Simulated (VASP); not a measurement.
Wanted: the native input for a VASP 6.6.1 run.

```
Task                   : single point
Functional             : PBE
Potentials or basis    : VASP PAW PBE potentials, release 64 (Na_pv, Cl)
Cutoff                 : 520 eV
k mesh                 : 8 × 8 × 8
Occupations            : gaussian, width 0.02 eV
Spin                   : no spin polarisation
Dipole correction      : no
Further INCAR settings : ALGO = Normal; EDIFF = 1e-06; NBANDS = 14
```

The structure of NaCl lies in POSCAR:

```
NaCl
1.0
    0.0000000000      2.7889731799      2.7889731799
    2.7889731799      0.0000000000      2.7889731799
    2.7889731799      2.7889731799      0.0000000000
Na Cl
1 1
Direct
    0.0000000000      0.0000000000      0.0000000000
    0.5000000000      0.5000000000      0.5000000000
```

This cell differs from its parent crystal: volume scaled by 0.94.

These files were run (other wordings do the same):

INCAR

```
PREC = Accurate
ENCUT = 520
EDIFF = 1E-6
ISMEAR = 0
SIGMA = 0.02
LREAL = False
LASPH = True
NELM = 80
ALGO = Normal
ISIF = 2
LWAVE = False
LCHARG = True
GGA = PE
LELF = True
LVHAR = True
NBANDS = 14
```

KPOINTS

```
regular mesh
0
Gamma
  8 8 8
```

Potentials or basis: VASP PAW PBE potentials, release 64 (Na_pv, Cl).

Launch:

```console
$ cat potpaw_PBE.64/Na_pv/POTCAR potpaw_PBE.64/Cl/POTCAR > POTCAR
$ mpirun -np 1 vasp_std > vasp.out
```

Results of the run:

```
Pressure               : 1.7 GPa
Band gap on the k mesh : 5.24 eV, direct
```

Wall time 24 s on 1 thread of Intel(R) Xeon(R) Platinum 8259CL CPU @ 2.50GHz (Skylake/Cascade Lake), with other jobs on the host, peak memory 0.16 GiB.
